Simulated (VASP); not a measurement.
# Ga3BAs2 (Immm) in VASP: a series of runs

The runs below take Ga3BAs2 through single point, relaxation of cell and atoms, with PBE.

All numbers are computed with VASP 6.6.1; they aren't measurements. Logs are shortened: lines on timing, memory, paths and dates and some standing lists are left out, and cuts for length are marked.

### 1 The cell of the first run

It takes space group Immm (No. 71, orthorhombic). Conventional cell: a = 3.678 Å, b = 7.404 Å, c = 7.891 Å, α = 90.00°, β = 90.00°, γ = 90.00°. Within 2.9 Å of Ga (site symmetry mm2) lie 1 B at 2.11 Å and 2 Ga at 2.60 Å and 2 As at 2.80 Å. Within 3.4 Å of Ga (site symmetry mmm) lie 4 Ga at 2.60 Å and 4 As at 2.80 Å. Within 2.8 Å of B (site symmetry mmm) lie 2 Ga at 2.11 Å and 4 As at 2.43 Å. As (site symmetry m2m) has 2 B at 2.43 Å and 8 Ga at 2.80 to 3.21 Å and 1 As at 3.17 Å within 3.3 Å.

The cell was generated, and may not be a known phase.

### 2 Single point, PBE

The input, INCAR:

```
ALGO = Normal ; EDIFF = 1E-6
ENCUT = 520 ; GGA = PE
ISIF = 2 ; ISMEAR = 0
LASPH = T ; LCHARG = F
LREAL = F ; LWAVE = F
NBANDS = 35 ; NELM = 80
PREC = Accurate ; SIGMA = 0.1
```

The input, KPOINTS:

```
k-points
0
Gamma
  4 4 4
```

The input, POSCAR:

```
Ga3BAs2
1.0
   -1.8390300182      3.9453441887      3.7018581006
    1.8390300182     -3.9453441887      3.7018581006
    1.8390300182      3.9453441887     -3.7018581006
Ga B As
3 1 2
Direct
    0.7669857516      0.5000000000      0.2669857516
    0.2330142484      0.5000000000      0.7330142484
    0.0000000000      0.0000000000      0.0000000000
    0.5000000000      0.5000000000      0.0000000000
    0.2860282384      0.7860282384      0.5000000000
    0.7139717616      0.2139717616      0.5000000000
```

Potentials or basis: VASP PAW PBE potentials, release 64 (Ga_d, B, As).

Started as:

```sh
> cat potpaw_PBE.64/Ga_d/POTCAR potpaw_PBE.64/B/POTCAR potpaw_PBE.64/As/POTCAR > POTCAR
> mpirun -np 1 vasp_std > vasp.out
```

OUTCAR:

```text
EDIFF = 1E-6
   ENCUT = 520
   GGA = PE
   ISIF = 2
   ISMEAR = 0
   LASPH = T
   LREAL = F
   NELM = 80
   PREC = Accurate

 ion  position               nearest neighbor table
   1  0.767  0.500  0.267-   4 2.11   3 2.60   3 2.60   5 2.80   6 2.80
   2  0.233  0.500  0.733-   4 2.11   3 2.60   3 2.60   5 2.80   6 2.80
   3  0.000  0.000  0.000-   2 2.60   1 2.60   2 2.60   1 2.60   5 2.80   5 2.80   6 2.80   6 2.80

   4  0.500  0.500  0.000-   1 2.11   2 2.11   6 2.43   5 2.43   6 2.43   5 2.43
   5  0.286  0.786  0.500-   4 2.43   4 2.43   1 2.80   2 2.80   3 2.80   3 2.80
   6  0.714  0.214  0.500-   4 2.43   4 2.43   2 2.80   1 2.80   3 2.80   3 2.80

  LATTYP: Found a body centered orthorhombic cell.
 ALAT       =     3.6780600364
 B/A-ratio  =     2.0129405523
 C/A-ratio  =     2.1453397441

  Lattice vectors:

 A1 = (   1.8390300182,  -3.9453441887,  -3.7018581006)
 A2 = (  -1.8390300182,  -3.9453441887,   3.7018581006)
 A3 = (  -1.8390300182,   3.9453441887,  -3.7018581006)

Analysis of symmetry for initial positions (statically):
=====================================================================
 Subroutine PRICEL returns:
 Original cell was already a primitive cell.

 Routine SETGRP: Setting up the symmetry group for a
 body centered orthorhombic supercell.

 Subroutine GETGRP returns: Found  8 space group operations
 (whereof  8 operations were pure point group operations)
 out of a pool of  8 trial point group operations.

The static configuration has the point symmetry D_2h.

Analysis of symmetry for dynamics (positions and initial velocities):
=====================================================================
 Subroutine PRICEL returns:
 Original cell was already a primitive cell.

 Routine SETGRP: Setting up the symmetry group for a
 body centered orthorhombic supercell.

 Subroutine GETGRP returns: Found  8 space group operations
 (whereof  8 operations were pure point group operations)
 out of a pool of  8 trial point group operations.

The dynamic configuration has the point symmetry D_2h.

 Subroutine INISYM returns: Found  8 space group operations
 (whereof  8 operations are pure point group operations),
 and found     1 'primitive' translations

----------------------------------------------------------------------------------------

                                     Primitive cell

  volume of cell :     107.4369

  direct lattice vectors                    reciprocal lattice vectors
    -1.839030018  3.945344189  3.701858101     0.000000000  0.126731655  0.135067306
     1.839030018 -3.945344189  3.701858101     0.271882457  0.000000000  0.135067306
     1.839030018  3.945344189 -3.701858101     0.271882457  0.126731655  0.000000000

  length of vectors
     5.714151343  5.714151343  5.714151343     0.185213632  0.303584004  0.299968303

  position of ions in fractional coordinates (direct lattice)
     0.766985752  0.500000000  0.266985752
     0.233014248  0.500000000  0.733014248
     0.000000000  0.000000000  0.000000000
     0.500000000  0.500000000  0.000000000
     0.286028238  0.786028238  0.500000000
     0.713971762  0.213971762  0.500000000

  ion indices of the primitive-cell ions
   primitive index   ion index
                 1           1
                 2           2
                 3           3
                 4           4
                 5           5
                 6           6

----------------------------------------------------------------------------------------

 KPOINTS: k-points

Automatic generation of k-mesh.
 Grid dimensions read from file:
 generate k-points for:    4    4    4

 Generating k-lattice:

  Cartesian coordinates                     Fractional coordinates (reciprocal lattice)
     0.000000000  0.031682914  0.033766826     0.250000000  0.000000000 -0.000000000
     0.067970614  0.000000000  0.033766826     0.000000000  0.250000000 -0.000000000
     0.067970614  0.031682914  0.000000000     0.000000000  0.000000000  0.250000000

  Length of vectors
     0.046303408  0.075896001  0.074992076

  Shift w.r.t. Gamma in fractional coordinates (k-lattice)
     0.000000000  0.000000000  0.000000000

 Subroutine IBZKPT returns following result:
 ===========================================

 Found     18 irreducible k-points:

 Following reciprocal coordinates:
            Coordinates               Weight
  0.000000  0.000000  0.000000      1.000000
  0.250000  0.000000 -0.000000      4.000000
  0.500000  0.000000 -0.000000      2.000000
  0.000000  0.250000 -0.000000      4.000000
  0.250000  0.250000 -0.000000      8.000000
  0.500000  0.250000  0.000000      8.000000
[... 10 lines left out ...]
 -0.250000 -0.250000  0.250000      2.000000
  0.500000  0.500000  0.500000      1.000000
   k-points           NKPTS =     18   k-points in BZ     NKDIM =     18   number of bands    NBANDS=     35
   number of dos      NEDOS =    301   number of ions     NIONS =      6
   total plane-waves  NPLWV =  74088
   dimension x,y,z NGX =    42 NGY =   42 NGZ =   42
   dimension x,y,z NGXF=    84 NGYF=   84 NGZF=   84
   ions per type =               3   1   2
   NGX,Y,Z   is equivalent  to a cutoff of  12.22, 12.22, 12.22 a.u.
   NGXF,Y,Z  is equivalent  to a cutoff of  24.44, 24.44, 24.44 a.u.
 SYSTEM =  unknown system
   PREC   = accura    normal or accurate (medium, high low for compatibility)
   ISTART =      0    job   : 0-new  1-cont  2-samecut
   ICHARG =      2    charge: 1-file 2-atom 10-const
   ISPIN  =      1    spin polarized calculation?
   LNONCOLLINEAR =      F non collinear calculations
   LSORBIT =      F    spin-orbit coupling
   LASPH  =      T    aspherical Exc in radial PAW
   ENCUT  =  520.0 eV  38.22 Ry    6.18 a.u.  10.62 10.62 10.62*2*pi/ulx,y,z
   NELM   =     80;   NELMIN=  2; NELMDL= -5     # of ELM steps
   EDIFF  = 0.1E-05   stopping-criterion for ELM
   LREAL  =      F    real-space projection
   EDIFFG = 0.1E-04   stopping-criterion for IOM
   NSW    =      0    number of steps for IOM
   IBRION =     -1    ionic relax: 0-MD 1-quasi-New 2-CG
   NFREE  =      0    steps in history (QN), initial steepest desc. (CG)
   ISIF   =      2    stress and relaxation
   ISYM   =      2    0-nonsym 1-usesym 2-fastsym
   POTIM  = 0.5000    time-step for ionic-motion
   TEBEG  =    0.0;   TEEND  =   0.0 temperature during run
   PSTRESS=    0.0 pullay stress
   NELECT =      52.0000    total number of electrons
   NUPDOWN=      -1.0000    fix difference up-down
   EMIN   =  10.00;   EMAX   =-10.00  energy-range for DOS
   EFERMI =   0.00;   METHOD = LEGACY
   ISMEAR =     0;   SIGMA  =   0.10  broadening in eV -4-tet -1-fermi 0-gaus
   EFERMI_NEDOS =   21; number of points for ismear=-14 and -15
   IALGO  =     38    algorithm
   IMIX   =      4    mixing-type and parameters
     AMIX     =   0.40;   BMIX     =  1.00
     AMIX_MAG =   1.60;   BMIX_MAG =  1.00
  volume/ion in A,a.u.               =      17.91       120.84
  Fermi-wavevector in a.u.,A,eV,Ry     =   1.285360  2.428978 22.478871  1.652150
  Thomas-Fermi vector in A             =   2.417499
   LORBIT       =      0    0 simple, 1 ext, 2 COOP (PROOUT), +10 PAW based schemes
   GGA     = PE    functional components
   LHFCALC =     F    Hartree Fock is set to
   AEXX    =    0.0000 exact exchange contribution
   IVDW    =     0    specifies the selected vdW correction
   LEPSILON=     F    determine dielectric tensor
   LRPA    =     F    only Hartree local field effects (RPA)
 non-spin polarized calculation
 Gauss-broadening in eV      SIGMA  =   0.10
  energy-cutoff  :      520.00
  volume of cell :      107.44
 maximum number of plane-waves:      2921
   NGX = 21   NGY = 21   NGZ = 21

 number of electron      52.0000005 magnetization

 Free energy of the ion-electron system (eV)
  ---------------------------------------------------
  ext. energy  EPLUGINS =         0.00000000
  ---------------------------------------------------
  free energy    TOTEN  =       -22.52356141 eV

  energy without entropy =      -22.51384006  energy(sigma->0) =      -22.51870074

 E-fermi :   5.3364     XC(G=0): -10.6079

 val. band max:        5.3209227892   @ k =  -0.2500  -0.2500   0.2500
 cond. band min:       5.3588123620   @ k =   0.5000   0.2500   0.0000
 fundamental gap:      0.0378895728
 Fermi energy:         5.3364307531

 k-point     1 :       0.0000    0.0000    0.0000
  band No.  band energies     occupation
      1      -9.9120      2.00000
      2      -9.8970      2.00000
      3      -9.7774      2.00000
      4      -9.7107      2.00000
      5      -9.7003      2.00000
      6      -9.6737      2.00000
[... 27 lines left out ...]
     34      12.0060      0.00000
     35      12.5712      0.00000

 k-point     2 :       0.2500    0.0000   -0.0000
  band No.  band energies     occupation
      1      -9.9141      2.00000
      2      -9.8806      2.00000
      3      -9.7787      2.00000
      4      -9.7075      2.00000
      5      -9.6946      2.00000
      6      -9.6771      2.00000
[... 27 lines left out ...]
     34      11.0627      0.00000
     35      11.4077      0.00000

 k-point     3 :       0.5000    0.0000   -0.0000
  band No.  band energies     occupation
      1      -9.9161      2.00000
      2      -9.8627      2.00000
      3      -9.7794      2.00000
      4      -9.7039      2.00000
      5      -9.7013      2.00000
      6      -9.6845      2.00000
[... 27 lines left out ...]
     34      10.3950      0.00000
     35      10.5729      0.00000

 k-point     4 :       0.0000    0.2500   -0.0000
  band No.  band energies     occupation
      1      -9.8720      2.00000
      2      -9.8172      2.00000
      3      -9.7883      2.00000
      4      -9.7783      2.00000
      5      -9.6916      2.00000
      6      -9.6651      2.00000
[... 27 lines left out ...]
     34      11.3458      0.00000
     35      11.9434      0.00000

 k-point     5 :       0.2500    0.2500   -0.0000
  band No.  band energies     occupation
      1      -9.8787      2.00000
      2      -9.8087      2.00000
      3      -9.7743      2.00000
      4      -9.7684      2.00000
      5      -9.6952      2.00000
      6      -9.6674      2.00000
[... 410 lines left out ...]
 k-point    16 :       0.5000   -0.2500    0.2500
  band No.  band energies     occupation
      1      -9.9148      2.00000
      2      -9.8651      2.00000
      3      -9.7866      2.00000
      4      -9.7009      2.00000
      5      -9.6847      2.00000
      6      -9.6794      2.00000
[... 27 lines left out ...]
     34      10.3047      0.00000
     35      10.4122      0.00000

 k-point    17 :      -0.2500   -0.2500    0.2500
  band No.  band energies     occupation
      1      -9.9127      2.00000
      2      -9.8802      2.00000
      3      -9.7841      2.00000
      4      -9.7043      2.00000
      5      -9.6754      2.00000
      6      -9.6741      2.00000
[... 27 lines left out ...]
     34      10.6534      0.00000
     35      11.0092      0.00000

 k-point    18 :       0.5000    0.5000    0.5000
  band No.  band energies     occupation
      1      -9.9135      2.00000
      2      -9.8678      2.00000
      3      -9.7905      2.00000
      4      -9.6977      2.00000
      5      -9.6836      2.00000
      6      -9.6712      2.00000
[... 27 lines left out ...]
     34       9.7590      0.00000
     35      11.0782      0.00000

------------------------ aborting loop because EDIFF is reached ----------------------------------------

  FORCE on cell =-STRESS in cart. coord.  units (eV):
  Direction    XX          YY          ZZ          XY          YZ          ZX
  --------------------------------------------------------------------------------------
  -------------------------------------------------------------------------------------
  Total        0.1571297      0.1275922      0.1478873      0.0000000      0.0000000     -0.0000000
  in kB        2.3432319      1.9027477      2.2054035      0.0000000      0.0000000     -0.0000000
  external PRESSURE =       2.1504610 kB  Pullay stress =       0.0000000 kB

 VOLUME and BASIS-vectors are now :
 -----------------------------------------------------------------------------
  energy-cutoff  :      520.00
  volume of cell :      107.44
      direct lattice vectors                 reciprocal lattice vectors
    -1.839030018  3.945344189  3.701858101     0.000000000  0.126731655  0.135067306
     1.839030018 -3.945344189  3.701858101     0.271882457  0.000000000  0.135067306
     1.839030018  3.945344189 -3.701858101     0.271882457  0.126731655  0.000000000

 POSITION                                       TOTAL-FORCE (eV/Angst)
 -----------------------------------------------------------------------------------
     -0.00000      2.10670      3.70186         0.000000     -0.011562     -0.000000
      1.83903      1.83864      0.00000        -0.000000      0.011562     -0.000000
      0.00000      0.00000      0.00000        -0.000000     -0.000000     -0.000000
      0.00000      0.00000      3.70186        -0.000000     -0.000000     -0.000000
      1.83903      0.00000      2.11767         0.000000     -0.000000      0.013692
      0.00000      3.94534      1.58419        -0.000000     -0.000000     -0.013692
 -----------------------------------------------------------------------------------
    total drift:                                0.000000      0.000000     -0.000000

  FREE ENERGIE OF THE ION-ELECTRON SYSTEM (eV)
  ---------------------------------------------------
  free  energy   TOTEN  =       -22.5235614147 eV

  energy  without entropy=      -22.5138400619  energy(sigma->0) =      -22.51870074
```

Wall time 49 s (1 thread of AMD EPYC 9R45 (Zen 5), shared host); peak memory 0.25 GiB.

What came out:

| Property | Result |
| --- | --- |
| Free energy | -22.5236 eV |
| Pressure | 0.2 GPa |
| Largest force | 0.014 eV/Å |
| Band gap on the k mesh | zero (bands 26 and 27 overlap by 2.49 eV) |

Forces on the atoms (eV/Å):
```
Ga   0.000 -0.012  0.000
Ga   0.000  0.012  0.000
Ga   0.000  0.000  0.000
B    0.000  0.000  0.000
As   0.000  0.000  0.014
As   0.000  0.000 -0.014
```

Levels at points of the mesh, in eV from the Fermi level:
```
           k point  band 24  band 25  band 26  band 27  band 28  band 29
(0.00, 0.00, 0.00)    -2.40    -0.27     0.18     0.49     1.41     1.84
(0.50, 0.00, 0.00)    -0.93    -0.72    -0.34     0.31     2.74     3.06
(0.00, 0.50, 0.00)    -2.80    -1.58    -1.57    -0.16     1.31     1.78
(0.50, 0.50, 0.00)    -1.54    -1.48    -0.42    -0.40     0.21     1.62
(0.50, 0.50, 0.50)    -0.55    -0.22     0.51     1.40     1.43     1.53
```

Caveat: the k points lie up to 0.47 Å⁻¹ apart, too coarse for converged energies and pressures of a metal.

### 3 Single point, PBE

This run uses another cell than the first one, of 19.87 Å³/atom.

The input, INCAR:

```
  ALGO = Normal
  EDIFF = 1E-7
  ENCUT = 520
  GGA = PE
  ISIF = 2
  ISMEAR = 0
  LASPH = T
  LCHARG = F
  LREAL = F
  LWAVE = F
  NBANDS = 35
  NELM = 60
  PREC = Accurate
  SIGMA = 0.1
```

KPOINTS is that of step 2.

The input, POSCAR:

```
Ga3BAs2
1.0
   -2.6284216000      3.2555453700      3.4836617200
    2.6284216000     -3.2555453700      3.4836617200
    2.6284216000      3.2555453700     -3.4836617200
Ga B As
3 1 2
Direct
    0.7681473100      0.5000000000      0.2681473100
    0.2318526900      0.5000000000      0.7318526900
    0.0000000000      0.0000000000      0.0000000000
    0.5000000000      0.5000000000      0.0000000000
    0.2091743100      0.7091743100      0.5000000000
    0.7908256900      0.2908256900      0.5000000000
```

Potentials or basis: VASP PAW PBE potentials, release 64 (Ga_d, B, As).

Started as:

```sh
> cat potpaw_PBE.64/Ga_d/POTCAR potpaw_PBE.64/B/POTCAR potpaw_PBE.64/As/POTCAR > POTCAR
> mpirun -np 1 vasp_std > vasp.out
```

Wall time 59 s (1 thread of AMD EPYC 9R45 (Zen 5), shared host); peak memory 0.24 GiB.

It converged, with:

| Property | Result |
| --- | --- |
| Free energy | -16.6240 eV |
| Pressure | 28.4 GPa |
| Largest force | 7.514 eV/Å |
| Band gap on the k mesh | zero (bands 26 and 27 overlap by 1.42 eV) |

Forces on the atoms (eV/Å):
```
Ga   0.000 -2.787  0.000
Ga   0.000  2.787  0.000
Ga   0.000  0.000  0.000
B    0.000  0.000  0.000
As   0.000  0.000  7.514
As   0.000  0.000 -7.514
```

Stress tensor (GPa, compression positive):
```
-2.92  0.00  0.00
 0.00 60.69  0.00
 0.00  0.00 27.47
```

Levels at points of the mesh, in eV from the Fermi level:
```tsv
k point	band 24	band 25	band 26	band 27	band 28	band 29
(0.00, 0.00, 0.00)	-1.65	-1.57	-1.41	-0.89	0.58	0.77
(0.50, 0.00, 0.00)	-2.31	-2.10	-0.80	0.91	1.43	1.82
(0.00, 0.50, 0.00)	-1.43	-1.31	-0.12	0.09	0.93	2.25
(0.50, 0.50, 0.00)	-1.13	-0.55	0.54	0.66	1.89	1.94
(0.50, 0.50, 0.50)	-1.20	-0.41	-0.30	0.91	1.08	2.38
```

Caveat: the k points lie up to 0.37 Å⁻¹ apart, too coarse for converged energies and pressures of a metal; forces of over 1 eV/Å act on the atoms, so gaps and moduli don't describe the material at rest.

### 4 Single point, PBE

This run uses another cell than the first one, of 18.03 Å³/atom.

The input, INCAR:

```
SYSTEM = Ga3BAs2
PREC = Accurate
ENCUT = 520
EDIFF = 1E-7
ISMEAR = 0
SIGMA = 0.1
LREAL = .FALSE.
LASPH = .TRUE.
NELM = 100
ALGO = Normal
ISIF = 2
LWAVE = .FALSE.
LCHARG = .FALSE.
GGA = PE
NBANDS = 35
```

The input, KPOINTS:

```
Automatic mesh
0
G
  6 6 6
  0 0 0
```

The input, POSCAR:

```
Ga3BAs2
1.0
   -1.8548006140      3.6495346442      3.9943319066
    1.8548006140     -3.6495346442      3.9943319066
    1.8548006140      3.6495346442     -3.9943319066
Ga B As
3 1 2
Direct
    0.7654789432      0.2654789432      0.5000000000
    0.2345210568      0.7345210568      0.5000000000
    0.0000000000      0.0000000000      0.0000000000
    0.5000000000      0.0000000000      0.5000000000
    0.7208939108      0.5000000000      0.2208939108
    0.2791060892      0.5000000000      0.7791060892
```

Started as:

```sh
> cat potpaw_PBE.64/Ga_d/POTCAR potpaw_PBE.64/B/POTCAR potpaw_PBE.64/As/POTCAR > POTCAR
> mpirun -np 1 vasp_std > vasp.out
```

It took 3.5 min on 1 thread of AMD EPYC 9R45 (Zen 5), shared host; peak memory 0.36 GiB.

Results (log left out):

```
Free energy            : -22.4568 eV
Pressure               : 0.4 GPa
Largest force          : 0.022 eV/Å
Band gap on the k mesh : zero (bands 26 and 27 overlap by 2.25 eV)
```

Forces on the atoms (eV/Å):
```
Ga   0.000  0.000  0.001
Ga   0.000  0.000 -0.001
Ga   0.000  0.000  0.000
B    0.000  0.000  0.000
As   0.000 -0.022  0.000
As   0.000  0.022  0.000
```

Stress tensor (GPa, compression positive):
```
0.52 0.00 0.00
0.00 0.45 0.00
0.00 0.00 0.29
```

Levels at points of the mesh, in eV from the Fermi level:
```
           k point  band 23  band 24  band 25  band 26  band 27  band 28  band 29  band 30
(0.00, 0.00, 0.00)    -2.72    -2.43    -0.53     0.02     0.26     1.49     1.78     1.86
(0.50, 0.00, 0.00)    -1.25    -1.23    -0.77    -0.26     0.20     2.44     3.13     3.42
(0.00, 0.50, 0.00)    -4.24    -1.67    -1.59    -0.39    -0.38     0.49     1.64     2.02
(0.50, 0.50, 0.00)    -3.77    -2.66    -1.78    -1.77    -0.32     1.02     1.85     2.47
(0.50, 0.50, 0.50)    -1.73    -0.77    -0.27     0.33     1.20     1.36     1.52     2.22
```

(Part 1 of 2 ends here.)

The gap in the log of VASP goes by the Fermi energy; the results here count the filled bands.